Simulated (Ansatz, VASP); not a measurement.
# Zr2Cl in VASP and in Ansatz

```
Zr Cl
1.0
     0.00000    3.13880    3.13880
     3.13880    0.00000    3.13880
     3.13880    3.13880    0.00000
Zr Cl
2 1
Direct
  0.75000 0.75000 0.75000
  0.25000 0.25000 0.25000
  0.00000 0.00000 0.00000
```

Change from the starting cell: species swapped into the Li2S type (Fm-3m, No. 225).

Alike in both runs: task relaxation of cell and atoms; functional PBE; k mesh 12 × 12 × 12; occupations gaussian, width 0.1 eV; no spin polarisation.

|  | VASP | Ansatz |
| --- | --- | --- |
| version | VASP 6.6.1 | Ansatz 0.2.0 |
| potentials or method | VASP PAW PBE potentials, release 64 (Zr_sv, Cl), cutoff 600 eV | scalar-relativistic, plane waves, PAW |
| valence electrons in the cell | 31 | 31 |

```csv
,VASP,Ansatz,Ansatz less VASP
"gap on the k mesh at the Fermi level, each at its own relaxed structure (eV)",none,none,-
relaxed volume (Å³/atom),20.77,20.70,-0.068
relaxed length of the cell vector where the two differ most in proportion (Å),4.450,4.445,-0.0049
```

A gap of «none» marks a metal or a gap that the smearing closes.
